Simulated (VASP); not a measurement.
Wanted: the native input for a VASP 6.6.1 run.

```
Task                   : single point
Functional             : r2SCAN
Potentials or basis    : VASP PAW PBE potentials, release 64 (As)
Cutoff                 : 520 eV
k mesh                 : 9 × 9 × 13
Occupations            : fermi-dirac, width 0.1 eV
Spin                   : no spin polarisation
Dipole correction      : no
Further INCAR settings : ALGO = Normal; EDIFF = 1e-06; NBANDS = 14
```

Crystal: As.

```
As
1.0
     4.90404    0.00000    0.00000
    -2.45202    4.24702    0.00000
     0.00000    0.00000    2.83850
As
3
Direct
  0.00000 0.00000 0.00000
  0.33333 0.66667 0.50000
  0.66667 0.33333 0.50000
```

This cell differs from its parent crystal: volume scaled by 1.04.

One way to write it, as run:

POSCAR

```
As
1.0
    4.9040380542      0.0000000000      0.0000000000
   -2.4520190271      4.2470215361      0.0000000000
    0.0000000000      0.0000000000      2.8385023435
As
3
Direct
    0.0000000000      1.0000000000      0.0000000000
    0.3333333333      0.6666666667      0.5000000000
    0.6666666667      0.3333333333      0.5000000000
```

INCAR.step1

```
SYSTEM = As
ALGO = Normal
EDIFF = 1E-4
ENCUT = 520
GGA = PE
ISMEAR = -1
LASPH = .TRUE.
LCHARG = .FALSE.
LREAL = .FALSE.
LWAVE = .TRUE.
NBANDS = 14
NELM = 60
PREC = Accurate
SIGMA = 0.1
```

INCAR.step2

```
SYSTEM = As
ALGO = Normal
EDIFF = 1E-6
ENCUT = 520
ISIF = 2
ISMEAR = -1
ISTART = 1
LASPH = .TRUE.
LCHARG = .FALSE.
LMIXTAU = .TRUE.
LREAL = .FALSE.
LWAVE = .FALSE.
METAGGA = R2SCAN
NBANDS = 14
NELM = 60
PREC = Accurate
SIGMA = 0.1
```

KPOINTS

```
k-points
0
G
  9 9 13
  0 0 0
```

Potentials or basis: VASP PAW PBE potentials, release 64 (As).

Command:

```console
$ cat potpaw_PBE.64/As/POTCAR > POTCAR
$ cp INCAR.step1 INCAR
$ mpirun -np 1 vasp_std > vasp.out
$ cp INCAR.step2 INCAR
$ mpirun -np 1 vasp_std > vasp.out
```

It gave:

The pressure is -2.7 GPa.

Caveat: the PAW data sets were made with another functional, which shifts forces and pressure a little.

It took 110 s on 1 thread of Intel(R) Xeon(R) Platinum 8488C (Sapphire Rapids), on a shared host, peak memory 0.2 GiB.
